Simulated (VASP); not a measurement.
# TiO2: single point with r2SCAN

Crystal: TiO2.

```
Ti O
1.0
     0.00000    2.35560    2.39683
     2.35560    0.00000    2.39683
     2.35560    2.35560    0.00000
Ti O
1 2
Direct
  0.00000 0.00000 0.00000
  0.25000 0.25000 0.25000
  0.75000 0.75000 0.75000
```

This cell differs from its parent crystal: biaxial xy strain -1.7%.

```
Program             : VASP 6.6.1
Task                : single point
Functional          : r2SCAN
Potentials or basis : VASP PAW PBE potentials, release 64 (Ti_sv, O)
Cutoff              : 520 eV
k mesh              : 10 × 10 × 10
Occupations         : gaussian, width 0.01 eV
Spin                : no spin polarisation
```

The pressure is 12.1 GPa and the band gap on the k mesh is 1.46 eV, indirect (least direct gap 2.19 eV).

Stress tensor (GPa, compression positive):
```
15.64  0.00  0.00
 0.00 15.64  0.00
 0.00  0.00  5.05
```

Levels at points of the mesh, in eV from the valence-band top:
```csv
k point,band 9,band 10,band 11,band 12,band 13,band 14,band 15,band 16
"(0.00, 0.00, 0.00)",-6.48,-1.21,-0.92,-0.92,1.46,1.56,5.90,5.90
"(0.50, 0.00, 0.00)",-3.68,-3.50,-2.80,-2.76,1.83,1.87,3.28,5.49
"(0.50, 0.50, 0.00)",-4.97,-2.25,-2.25,-0.21,2.22,2.27,3.25,4.58
"(0.50, 0.00, 0.50)",-4.94,-2.50,-2.17,0.00,2.19,2.35,3.37,4.58
```

It took 4.2 min on 1 thread of Intel(R) Xeon(R) Platinum 8259CL CPU @ 2.50GHz (Skylake/Cascade Lake), with other jobs on the host, peak memory 0.2 GiB.

Caveat: the cell differs from its parent crystal (biaxial xy strain -1.7%); the PAW data sets were made with another functional, which shifts forces and pressure a little. A k mesh can miss the band edges.
